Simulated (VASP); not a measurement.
Set up this calculation in VASP 6.6.1, as the native input.

```yaml
Task: single point
Functional: PBE
Potentials_or_basis: VASP PAW PBE potentials, release 64 (Ru_pv, Ir)
Cutoff: 520 eV
k_mesh: 6 × 6 × 2
Occupations: gaussian, width 0.1 eV
Spin: no spin polarisation
Dipole_correction: no
Further_INCAR_settings: ALGO = Normal; EDIFF = 1e-06; NBANDS = 46
```

The structure of IrRu2 lies in POSCAR:

```
IrRu2
1.0
    2.7607266411      0.0000000000      0.0000000000
   -1.3803633205      2.3908594041      0.0000000000
    0.0000000000      0.0000000000     12.7868336055
Ru Ir
4 2
Direct
    0.3333333333      0.6666666667      0.0811344041
    0.3333333333      0.6666666667      0.4188655959
    0.6666666667      0.3333333333      0.5811344041
    0.6666666667      0.3333333333      0.9188655959
    0.3333333333      0.6666666667      0.7500000000
    0.6666666667      0.3333333333      0.2500000000
```

These files were run (other wordings do the same):

INCAR

```
SYSTEM = IrRu2
ALGO = Normal
EDIFF = 1E-6
ENCUT = 520
GGA = PE
ISIF = 2
ISMEAR = 0
LASPH = .TRUE.
LCHARG = .FALSE.
LREAL = .FALSE.
LWAVE = .FALSE.
NBANDS = 46
NELM = 80
PREC = Accurate
SIGMA = 0.1
```

KPOINTS

```
k-points
0
G
  6 6 2
  0 0 0
```

Potentials or basis: VASP PAW PBE potentials, release 64 (Ru_pv, Ir).

Command:

```sh
$ cat potpaw_PBE.64/Ru_pv/POTCAR potpaw_PBE.64/Ir/POTCAR > POTCAR
$ mpirun -np 1 vasp_std > vasp.out
```

It gave:

* Pressure: 0.0 GPa
* Largest force: 0.015 eV/Å
* Band gap on the k mesh: zero (bands 37 and 38 overlap by 2.71 eV)

Caveat: the k points lie up to 0.44 Å⁻¹ apart, too coarse for converged energies and pressures of a metal; spin-orbit coupling is left out, which moves the levels of the heavy elements.

Wall time 31 s on 1 thread of Intel(R) Xeon(R) 6975P-C (Granite Rapids), with other jobs on the host, peak memory 0.24 GiB.
